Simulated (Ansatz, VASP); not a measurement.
## LaCuTe2: VASP beside Ansatz

The input INCAR:

```
SYSTEM = LaCuTe2
PREC     = Accurate       ! precision mode
ENCUT    = 520            ! plane-wave cutoff, eV
EDIFF    = 1E-7           ! SCF threshold, eV
ISMEAR   = 0              ! smearing method
SIGMA    = 0.01           ! smearing width, eV
LREAL    = .FALSE.        ! projectors in reciprocal space
LASPH    = .TRUE.         ! aspherical terms in the spheres
NELM     = 60             ! most SCF steps
ALGO     = Normal         ! electronic algorithm
ISIF     = 2              ! what is computed and relaxed
LWAVE    = .FALSE.        ! write WAVECAR
LCHARG   = .FALSE.        ! write CHGCAR
GGA      = PE             ! functional
NBANDS   = 25             ! bands
```

File KPOINTS:

```
regular mesh
0
G
  6 6 6
  0 0 0
```

POSCAR

```
LaCuTe2
1.0
    2.1970530368      1.2684691622      6.5810044989
   -2.1970530368      1.2684691622      6.5810044989
    0.0000000000     -2.5369383244      6.5810044989
Cu La Te
1 1 2
Direct
    1.0000000000      0.0000000000      0.0000000000
    0.5000000000      0.5000000000      0.5000000000
    0.2613436614      0.2613436614      0.2613436614
    0.7386563386      0.7386563386      0.7386563386
```

Input for Ansatz:

```yaml
crystal:
  lattice:
    - [2.1970530368, 1.2684691622, 6.5810044989]
    - [-2.1970530368, 1.2684691622, 6.5810044989]
    - [0.0, -2.5369383244, 6.5810044989]
  atoms:
    - { symbol: Cu, position: [1.0, 0.0, 0.0] }
    - { symbol: La, position: [0.5, 0.5, 0.5] }
    - { symbol: Te, position: [0.2613436614, 0.2613436614, 0.2613436614] }
    - { symbol: Te, position: [0.7386563386, 0.7386563386, 0.7386563386] }
kpoints:
  mp_grid: { grid: [6, 6, 6] }
hamiltonian:
  xc: pbe
scf:
  occupations: { method: fixed }
  n_extra_bands: 5
output:
  forces: true
  stress: true
  eigenvalues: true
```

Alike in both runs: task single point; functional PBE; k mesh 6 × 6 × 6; no spin polarisation.

|  | VASP | Ansatz |
| --- | --- | --- |
| version | VASP 6.6.1 | Ansatz 0.2.0 |
| potentials or method | VASP PAW PBE potentials, release 64 (Cu, La, Te) | plane waves, PAW |
| plane-wave cutoff (eV) | 520 | 420 |
| occupations | gaussian, width 0.01 eV | fixed |
| valence electrons in the cell | 34 | 62 |

VASP gave:

| Item | Value |
| --- | --- |
| gap on the k mesh at the Fermi level (eV) | 0.66 |
| pressure (GPa) | 3.6 |
| traceless stress, the component that is largest in VASP (GPa) | -0.18 |
| rms of the force components (eV/Å) | 0.072 |

Task: Estimate Ansatz's values.

Result: gap on the k mesh at the Fermi level (eV): 0.67; pressure (GPa): 3.6; traceless stress, the component that is largest in VASP (GPa): -0.20; rms of the force components (eV/Å): 0.077.

Atom by atom the forces differ by 0.005 eV/Å (rms over components). VASP's potentials hold 34 valence electrons a cell and Ansatz's 62, so a difference there can come from the potentials and not from the codes.

Spin-orbit coupling is off throughout.
